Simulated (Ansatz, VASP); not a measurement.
## One calculation of Sb3Os, two programs

```
CELL_PARAMETERS angstrom
4.47671 0.00000 0.00000
0.00000 4.47671 0.00000
0.00000 0.00000 4.47671
ATOMIC_POSITIONS crystal
Sb 0.00000 0.50000 0.50000
Sb 0.50000 0.00000 0.50000
Sb 0.50000 0.50000 0.00000
Os 0.00000 0.00000 0.00000
```

Alike in both runs: task relaxation of cell and atoms; functional PBE; k mesh 10 × 10 × 10; occupations gaussian, width 0.1 eV; no spin polarisation.

|  | VASP | Ansatz |
| --- | --- | --- |
| version | VASP 6.6.1 | Ansatz 0.2.0 |
| potentials or method | VASP PAW PBE potentials, release 64 (Sb, Os), cutoff 600 eV | scalar-relativistic, plane waves, PAW |
| valence electrons in the cell | 23 | 61 |

|  | VASP | Ansatz | Ansatz less VASP |
| --- | --- | --- | --- |
| gap on the k mesh at the Fermi level, each at its own relaxed structure (eV) | none | none | - |
| relaxed volume (Å³/atom) | 22.44 | 22.47 | +0.025 |
| relaxed cell length with the largest relative difference (Å) | 4.478 | 4.479 | +0.0017 |

A gap of «none» marks a metal or a gap that the smearing closes. VASP's potentials hold 23 valence electrons a cell and Ansatz's 61, so a difference there can come from the potentials and not from the codes.

Spin-orbit coupling is off throughout.
